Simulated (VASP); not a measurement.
# CdF2 (Immm) in VASP: further runs, part 2 of 2

VASP 6.6.1.

### 4 Single point, PBE (engineering shear strain xy -0.0733, normal strain along z +0.0400)

INCAR

```
SYSTEM = CdF2
PREC = Accurate ; ENCUT = 520
EDIFF = 1E-7 ; ISMEAR = 0
SIGMA = 0.05 ; LREAL = .FALSE.
LASPH = .TRUE. ; NELM = 100
ALGO = Normal ; ISIF = 2
LWAVE = .FALSE. ; LCHARG = .FALSE.
GGA = PE ; NBANDS = 20
```

KPOINTS

```
Automatic mesh
0
G
  8 8 8
  0 0 0
```

POSCAR

```
CdF2
1.0
   -0.1004309148      2.7402705265      2.8498813476
    2.7402705265     -0.1004309148      2.8498813476
    2.6398396117      2.6398396117      0.0000000000
Cd F
1 2
Direct
    0.0000000000      0.0000000000      0.0000000000
    0.2500000000      0.2500000000      0.2500000000
    0.7500000000      0.7500000000      0.7500000000
```

Potentials or basis: VASP PAW PBE potentials, release 64 (Cd, F).

Command:

```sh
$ cat potpaw_PBE.64/Cd/POTCAR potpaw_PBE.64/F/POTCAR > POTCAR
$ mpirun -np 1 vasp_std > vasp.out
```

OUTCAR:

```text
SYSTEM = CdF2
   PREC = Accurate
   ENCUT = 520
   EDIFF = 1E-7
   ISMEAR = 0
   LREAL = .FALSE.
   LASPH = .TRUE.
   NELM = 100
   ISIF = 2
   GGA = PE

 ion  position               nearest neighbor table
   1  0.000  0.000  0.000-   3 2.35   2 2.35   3 2.35   2 2.35   3 2.46   3 2.46   2 2.46   2 2.46

   2  0.250  0.250  0.250-   1 2.35   1 2.35   1 2.46   1 2.46
   3  0.750  0.750  0.750-   1 2.35   1 2.35   1 2.46   1 2.46

  LATTYP: Found a body centered orthorhombic cell.
 ALAT       =     3.7332969814
 B/A-ratio  =     1.0760886490
 C/A-ratio  =     1.5267370165

  Lattice vectors:

 A1 = (   0.1004309148,  -2.7402705265,  -2.8498813476)
 A2 = (  -0.1004309148,   2.7402705265,  -2.8498813476)
 A3 = (   2.7402705265,  -0.1004309148,   2.8498813476)

Analysis of symmetry for initial positions (statically):
=====================================================================
 Subroutine PRICEL returns:
 Original cell was already a primitive cell.

 Routine SETGRP: Setting up the symmetry group for a
[... 160 lines left out ...]

 number of electron      26.0000010 magnetization

 Free energy of the ion-electron system (eV)
  ---------------------------------------------------
  ext. energy  EPLUGINS =         0.00000000
  ---------------------------------------------------
  free energy    TOTEN  =       -10.87214231 eV

  energy without entropy =      -10.87214231  energy(sigma->0) =      -10.87214231

 E-fermi :  -1.5703     XC(G=0):  -9.9358

 val. band max:       -1.8968199448   @ k =   0.5000   0.5000   0.0000
 cond. band min:       0.8309517746   @ k =   0.0000   0.0000   0.0000
 fundamental gap:      2.7277717194
 Fermi energy:        -1.5702924588

 k-point     1 :       0.0000    0.0000    0.0000
  band No.  band energies     occupation
      1     -22.2971      2.00000
      2     -21.4172      2.00000
      3      -7.3793      2.00000
      4      -7.3765      2.00000
      5      -7.3032      2.00000
      6      -6.4957      2.00000
[... 541 lines left out ...]
     19      17.1123      0.00000
     20      18.1988      0.00000

 [... further k-points ...]
[... 5 lines left out ...]
  --------------------------------------------------------------------------------------
  -------------------------------------------------------------------------------------
  Total       -0.2871270     -0.2871270     -1.3515599      0.2843611      0.0000000     -0.0000000
  in kB      -10.7627875    -10.7627875    -50.6624257     10.6591097      0.0000000     -0.0000000
  external PRESSURE =     -24.0626669 kB  Pullay stress =       0.0000000 kB

 VOLUME and BASIS-vectors are now :
 -----------------------------------------------------------------------------
  energy-cutoff  :      520.00
  volume of cell :       42.74
      direct lattice vectors                 reciprocal lattice vectors
    -0.100430915  2.740270526  2.849881348    -0.176012865  0.176012865  0.175445901
     2.740270526 -0.100430915  2.849881348     0.176012865 -0.176012865  0.175445901
     2.639839612  2.639839612  0.000000000     0.189405446  0.189405446 -0.175445901

 POSITION                                       TOTAL-FORCE (eV/Angst)
 -----------------------------------------------------------------------------------
      0.00000      0.00000      0.00000        -0.000000      0.000000      0.000000
      1.31992      1.31992      1.42494         0.000000      0.000000      0.037320
      3.95976      3.95976      4.27482        -0.000000     -0.000000     -0.037320
 -----------------------------------------------------------------------------------
    total drift:                                0.000000     -0.000000      0.000000

  FREE ENERGIE OF THE ION-ELECTRON SYSTEM (eV)
  ---------------------------------------------------
  free  energy   TOTEN  =       -10.8721423051 eV

  energy  without entropy=      -10.8721423051  energy(sigma->0) =      -10.87214231
```

OSZICAR:

```text
N       E                     dE             d eps       ncg     rms          rms(c)
DAV:   1     0.192335319945E+03    0.19234E+03   -0.15325E+04  3960   0.130E+03
DAV:   2    -0.418486829663E+01   -0.19652E+03   -0.18924E+03  4136   0.339E+02
DAV:   3    -0.126864212406E+02   -0.85016E+01   -0.84776E+01  4380   0.761E+01
DAV:   4    -0.127238969971E+02   -0.37476E-01   -0.37474E-01  4108   0.522E+00
DAV:   5    -0.127240361741E+02   -0.13918E-03   -0.13918E-03  4364   0.286E-01    0.938E+00
DAV:   6    -0.108464067150E+02    0.18776E+01   -0.43192E+00  4908   0.408E+01    0.661E+00
DAV:   7    -0.108953169838E+02   -0.48910E-01   -0.10139E+00  3940   0.896E+00    0.375E+00
DAV:   8    -0.108832593230E+02    0.12058E-01   -0.18550E-01  4004   0.376E+00    0.802E-01
DAV:   9    -0.108714454359E+02    0.11814E-01   -0.44917E-02  4532   0.230E+00    0.104E-01
DAV:  10    -0.108720013559E+02   -0.55592E-03   -0.33042E-03  3924   0.684E-01    0.137E-01
DAV:  11    -0.108721227347E+02   -0.12138E-03   -0.32171E-04  4180   0.178E-01    0.542E-02
DAV:  12    -0.108721407003E+02   -0.17966E-04   -0.98280E-05  3896   0.822E-02    0.199E-02
DAV:  13    -0.108721426732E+02   -0.19729E-05   -0.13797E-05  4200   0.302E-02    0.652E-03
DAV:  14    -0.108721422816E+02    0.39152E-06   -0.17100E-06  4004   0.150E-02    0.189E-03
DAV:  15    -0.108721423051E+02   -0.23414E-07   -0.13043E-07  3864   0.319E-03
   1 F= -.10872142E+02 E0= -.10872142E+02  d E =-.172441E-22
```

stdout:

```text
POSCAR found type information on POSCAR CdF
 POSCAR found :  2 types and       3 ions
 scaLAPACK will be used
 LDA part: xc-table for (Slater+PW92), standard interpolation
 POSCAR, INCAR and KPOINTS ok, starting setup
 FFT: planning ... GRIDC
 FFT: planning ... GRID_SOFT
 FFT: planning ... GRID
 WAVECAR not read
 entering main loop
```

It took 71 s on 1 thread of AMD EPYC 7R13 (Zen 3), shared host; peak memory 0.19 GiB.

What came out:

* Free energy: -10.8721 eV
* Pressure: -2.4 GPa
* Largest force: 0.037 eV/Å
* Band gap on the k mesh: 2.73 eV (least direct gap 3.25 eV)

Forces on the atoms (eV/Å):
```
Cd   0.000  0.000  0.000
F    0.000  0.000  0.037
F    0.000  0.000 -0.037
```

Caveat: the cell differs from its parent crystal (engineering shear strain xy -0.0733, normal strain along z +0.0400). A k mesh can miss the band edges.

### 5 Overview

```tsv
cell	gap on the mesh (eV)	pressure (GPa)	largest force (eV/Å)
a = 3.933, b = 3.933, c = 3.591 Å, angles 62.8, 62.8, 63.9°, 3 atoms	2.77	0.4	0.17
a = 3.959, b = 3.959, c = 3.591 Å, angles 63.0, 63.0, 63.4°, 3 atoms	2.72	-0.8	0.12
a = 3.955, b = 3.955, c = 3.733 Å, angles 61.8, 61.8, 61.0°, 3 atoms	2.73	-2.4	0.04
```

Alike in all rows: task single point; level PBE; potentials or basis VASP PAW PBE potentials, release 64 (Cd, F); no spin polarisation; k mesh 8 × 8 × 8; cutoff (eV) 520; smearing gaussian 0.05 eV.

Total energies depend on the potentials used, so only differences within one code and one set of settings carry meaning.
